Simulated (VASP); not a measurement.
Input of a VASP 6.6.1 run:

POSCAR

```
HfN
1.0
    0.0000000000      2.4548220000      2.0865987000
    2.4548220000      0.0000000000      2.0865987000
    2.4548220000      2.4548220000      0.0000000000
Hf N
1 1
Direct
    0.0000000000      0.0000000000      0.0000000000
    0.7500000000      0.7500000000      0.7500000000
```

File INCAR.step1:

```
PREC = Accurate
ENCUT = 520
ISMEAR = 0
SIGMA = 0.15
LREAL = F
LASPH = T
NELM = 80
NBANDS = 14
GGA = PE
ALGO = Normal
EDIFF = 1E-4
LWAVE = T
LCHARG = F
```

File INCAR.step2:

```
PREC = Accurate
ENCUT = 520
EDIFF = 1E-6
ISMEAR = 0
SIGMA = 0.15
LREAL = F
LASPH = T
NELM = 80
ALGO = Normal
ISIF = 2
LWAVE = F
LCHARG = F
METAGGA = R2SCAN
LMIXTAU = T
NBANDS = 14
ISTART = 1
```

The input KPOINTS:

```
Automatic mesh
0
Gamma
  16 16 16
```

Potentials or basis: VASP PAW PBE potentials, release 64 (Hf_pv, N).

Command:

```sh
$ cat potpaw_PBE.64/Hf_pv/POTCAR potpaw_PBE.64/N/POTCAR > POTCAR
$ cp INCAR.step1 INCAR
$ mpirun -np 1 vasp_std > vasp.out
$ cp INCAR.step2 INCAR
$ mpirun -np 1 vasp_std > vasp.out
```

Task: What does it give for the pressure?

Result: 37.5 GPa.

Task: What does it give for the band gap on the k mesh?

Result: Zero (an odd number of electrons rules out a gap without spin polarisation).

Stress tensor (GPa, compression positive):
```
32.24  0.00  0.00
 0.00 32.24  0.00
 0.00  0.00 47.90
```

Caveat: the cell differs from its parent crystal (strain -0.1500 x Voigt [0, 0, 1, 0, 0, 0]); the cell stands under pressure; the PAW data sets were made with another functional, which shifts forces and pressure a little; spin-orbit coupling is left out, which moves the levels of the heavy elements.
